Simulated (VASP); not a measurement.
Here is a VASP 6.6.1 calculation.

The input POSCAR:

```
Ba
1.0
    4.2311349437      0.0000000000      0.0000000000
    0.0000000000      4.2311349437      0.0000000000
    0.0000000000      0.0000000000      3.6043001373
Ba
1
Direct
    0.0000000000      0.0000000000      0.0000000000
```

Contents of INCAR.step1:

```
SYSTEM = Ba
PREC = Accurate ; ENCUT = 520
ISMEAR = 0 ; SIGMA = 0.15
LREAL = .FALSE. ; LASPH = .TRUE.
NELM = 60 ; NBANDS = 11
GGA = PE ; ALGO = Normal
EDIFF = 1E-4 ; LWAVE = .TRUE.
LCHARG = .FALSE.
```

File INCAR.step2:

```
SYSTEM = Ba
PREC = Accurate ; ENCUT = 520
EDIFF = 1E-6 ; ISMEAR = 0
SIGMA = 0.15 ; LREAL = .FALSE.
LASPH = .TRUE. ; NELM = 60
ALGO = Normal ; ISIF = 2
LWAVE = .FALSE. ; LCHARG = .TRUE.
METAGGA = R2SCAN ; LMIXTAU = .TRUE.
LELF = .TRUE. ; LVHAR = .TRUE.
NBANDS = 11 ; ISTART = 1
```

Contents of KPOINTS:

```
Automatic mesh
0
G
  12 12 12
  0 0 0
```

Potentials or basis: VASP PAW PBE potentials, release 64 (Ba_sv).

Launch:

```console
$ cat potpaw_PBE.64/Ba_sv/POTCAR > POTCAR
$ cp INCAR.step1 INCAR
$ mpirun -np 1 vasp_std > vasp.out
$ cp INCAR.step2 INCAR
$ mpirun -np 1 vasp_std > vasp.out
```

Q: Estimate the band gap on the k mesh.

A: Zero (bands 5 and 6 overlap by 0.68 eV).

Q: Estimate the pressure.

A: -0.2 GPa.

Stress tensor (GPa, compression positive):
```
-2.08  0.00  0.00
 0.00 -2.08  0.00
 0.00  0.00  3.57
```

Caveat: the cell differs from its parent crystal (strain +0.080 along x and y, -0.080 along z); the PAW data sets were made with another functional, which shifts forces and pressure a little; spin-orbit coupling is left out, which moves the levels of the heavy elements.
